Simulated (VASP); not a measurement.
VN2, 6 atoms in the cell. It takes space group I4/mcm (No. 140, tetragonal). The conventional cell has a = 4.307 Å, b = 4.307 Å, c = 4.968 Å, α = 90.00°, β = 90.00°, γ = 90.00°. V (site symmetry 422) has 8 N at 2.13 Å and 2 V at 2.48 Å within 2.8 Å. Within 1.8 Å of N (site symmetry m2m) lie 1 N at 1.38 Å. 

```yaml
Program: VASP 6.6.1
Task: single point
Functional: PBE
Potentials_or_basis: VASP PAW PBE potentials, release 64 (V_sv, N)
Cutoff: 520 eV
k_mesh: 12 × 12 × 12
Occupations: gaussian, width 0.1 eV
Spin: no spin polarisation
Dipole_correction: no
Further_INCAR_settings: ALGO = Normal; EDIFF = 1e-07; NBANDS = 32
```

Potentials or basis: VASP PAW PBE potentials, release 64 (V_sv, N).

The run is started by

```bash
$ cat potpaw_PBE.64/V_sv/POTCAR potpaw_PBE.64/N/POTCAR > POTCAR
$ mpirun -np 1 vasp_std > vasp.out
```

Hardware: 1 thread of Intel Xeon 8259CL, on a shared host.

Question: How long does it take, and how much memory?

Answer: It took 7.7 min on 1 thread of Intel Xeon 8259CL (shared host), peak memory 0.31 GiB. Counts: scf iterations 17, k points 163.
